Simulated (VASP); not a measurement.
Input of a VASP 6.6.1 run:

The input INCAR:

```
SYSTEM = NiO
PREC = Accurate
ENCUT = 520
EDIFF = 1E-6
ISMEAR = -1
SIGMA = 0.05
LREAL = .FALSE.
LASPH = .TRUE.
NELM = 150
ALGO = Normal
ISIF = 2
LWAVE = .FALSE.
LCHARG = .FALSE.
ISPIN = 2
MAGMOM = 1 0
LORBIT = 11
LMAXMIX = 4
GGA = RE
NBANDS = 19
```

Contents of KPOINTS:

```
Automatic mesh
0
G
  6 6 6
  0 0 0
```

POSCAR

```
NiO
1.0
    0.0000000000      2.0913095100      2.0913095100
    2.0913095100      0.0000000000      2.0913095100
    2.0913095100      2.0913095100      0.0000000000
Ni O
1 1
Direct
    0.0000000000      0.0000000000      0.0000000000
    0.5000000000      0.5000000000      0.5000000000
```

Potentials or basis: VASP PAW PBE potentials, release 64 (Ni, O).

The run is started by

```sh
$ cat potpaw_PBE.64/Ni/POTCAR potpaw_PBE.64/O/POTCAR > POTCAR
$ mpirun -np 1 vasp_std > vasp.out
```

Task: Predict the net moment.

Result: 1.75 μB per cell.

Task: Estimate the site moments.

Result: Ni +1.44; O +0.27 μB.

Task: What does it give for the pressure?

Result: 8.7 GPa.

Caveat: the k points lie up to 0.43 Å⁻¹ apart; the PAW data sets were made with another functional, which shifts forces and pressure a little; a cell with one magnetic atom can't hold antiferromagnetic order, which such compounds often take.
